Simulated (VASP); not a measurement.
Here is a VASP 6.6.1 calculation.

The input INCAR:

```
PREC = Accurate
ENCUT = 520
EDIFF = 1E-6
ISMEAR = 0
SIGMA = 0.1
LREAL = F
LASPH = T
NELM = 80
ALGO = Normal
ISIF = 2
LWAVE = F
LCHARG = F
GGA = PE
NBANDS = 19
```

KPOINTS

```
Automatic mesh
0
Gamma
  6 6 6
```

The input POSCAR:

```
YNb
1.0
    3.1855096900      0.0000000000      0.0000000000
    0.0000000000      3.1855096900      0.0000000000
    0.0000000000      0.0000000000      3.1855096900
Y Nb
1 1
Direct
    0.0000000000      0.0000000000      0.0000000000
    0.5000000000      0.5000000000      0.5000000000
```

Potentials or basis: VASP PAW PBE potentials, release 64 (Y_sv, Nb_sv).

Command:

```console
$ cat potpaw_PBE.64/Y_sv/POTCAR potpaw_PBE.64/Nb_sv/POTCAR > POTCAR
$ mpirun -np 1 vasp_std > vasp.out
```

(1) Predict the band gap on the k mesh.

(2) Estimate the pressure.

Results:

(1) zero (bands 12 and 13 overlap by 1.07 eV).

(2) 52.9 GPa.

Caveat: the cell stands under pressure.
